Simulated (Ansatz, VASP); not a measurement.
**One calculation of Cu5Mo, two programs**

```xyz
6
Lattice="2.6332 0.0000 0.0000 -1.3166 2.2804 0.0000 0.0000 0.0000 12.8271" Properties=species:S:1:pos:R:3 pbc="T T T"
Cu    1.3166    0.7601   10.5473
Cu    0.0000    0.0000    8.4746
Cu    1.3166    0.7601    6.4136
Cu    0.0000    0.0000    4.3526
Cu    1.3166    0.7601    2.2799
Mo    0.0000    0.0000    0.0000
```

Change from the starting cell: species swapped into the Ca5Mg type (P-6m2, No. 187).

Alike in both runs: functional PBE; k mesh 12 × 12 × 4; occupations gaussian, width 0.1 eV; no spin polarisation.

Ansatz relaxed the structure, and its values are those at the end. VASP's run is a single point on that final structure, the one shown.

|  | VASP | Ansatz |
| --- | --- | --- |
| version | VASP 6.6.1 | Ansatz 0.2.0 |
| potentials or method | VASP PAW PBE potentials, release 64 (Cu, Mo_sv), cutoff 520 eV | scalar-relativistic, plane waves, PAW |
| valence electrons in the cell | 69 | 109 |

VASP gave:

```
gap on the k mesh at the Fermi level (eV) : none
pressure (GPa)                            : 0.4
rms of the force components (eV/Å)        : 0.003
```

Question: Estimate Ansatz's values.

Answer: gap on the k mesh at the Fermi level (eV): none; pressure (GPa): 0.0; rms of the force components (eV/Å): 0.001.

A gap of «none» marks a metal or a gap that the smearing closes. The functional is the same, so the differences come from potentials, cutoffs and numerics. VASP's potentials hold 69 valence electrons a cell and Ansatz's 109, so a difference there can come from the potentials and not from the codes.
